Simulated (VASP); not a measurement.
Wanted: the native input for a VASP 6.6.1 run.

```
Task                   : single point
Functional             : r2SCAN
Potentials or basis    : VASP PAW PBE potentials, release 64 (Ca_sv, Se)
Cutoff                 : 520 eV
k mesh                 : 8 × 8 × 8
Occupations            : gaussian, width 0.01 eV
Spin                   : no spin polarisation
Dipole correction      : no
Further INCAR settings : ALGO = Normal; EDIFF = 1e-06; NBANDS = 15
```

Crystal: CaSe.

```
Ca Se
1.0
     0.00000    2.99721    2.95732
     2.99721    0.00000    2.95732
     2.99721    2.99721    0.00000
Ca Se
1 1
Direct
  0.00000 0.00000 0.00000
  0.50000 0.50000 0.50000
```

This cell differs from its parent crystal: epitaxial xy strain +1.0%.

One way to write it, as run:

POSCAR

```
CaSe
1.0
    0.0000000000      2.9972104638      2.9573152465
    2.9972104638      0.0000000000      2.9573152465
    2.9972104638      2.9972104638      0.0000000000
Ca Se
1 1
Direct
    0.0000000000      0.0000000000      0.0000000000
    0.5000000000      0.5000000000      0.5000000000
```

INCAR.step1

```
SYSTEM = CaSe
  PREC = Accurate
  ENCUT = 520
  ISMEAR = 0
  SIGMA = 0.01
  LREAL = .False.
  LASPH = .True.
  NELM = 60
  NBANDS = 15
  GGA = PE
  ALGO = Normal
  EDIFF = 1E-4
  LWAVE = .True.
  LCHARG = .False.
```

INCAR.step2

```
SYSTEM = CaSe
  PREC = Accurate
  ENCUT = 520
  EDIFF = 1E-6
  ISMEAR = 0
  SIGMA = 0.01
  LREAL = .False.
  LASPH = .True.
  NELM = 60
  ALGO = Normal
  ISIF = 2
  LWAVE = .False.
  LCHARG = .False.
  METAGGA = R2SCAN
  LMIXTAU = .True.
  NBANDS = 15
  ISTART = 1
```

KPOINTS

```
regular mesh
0
Gamma
  8 8 8
  0 0 0
```

Potentials or basis: VASP PAW PBE potentials, release 64 (Ca_sv, Se).

Launch:

```bash
$ cat potpaw_PBE.64/Ca_sv/POTCAR potpaw_PBE.64/Se/POTCAR > POTCAR
$ cp INCAR.step1 INCAR
$ mpirun -np 1 vasp_std > vasp.out
$ cp INCAR.step2 INCAR
$ mpirun -np 1 vasp_std > vasp.out
```

Results of the run:

```
Pressure               : -0.6 GPa
Band gap on the k mesh : 2.55 eV (least direct gap 3.45 eV)
```

Caveat: the cell differs from its parent crystal (epitaxial xy strain +1.0%); the PAW data sets were made with another functional, which shifts forces and pressure a little.

Wall time 98 s on 1 thread of Intel(R) Xeon(R) Platinum 8559C (Emerald Rapids) (shared host), peak memory 0.21 GiB.
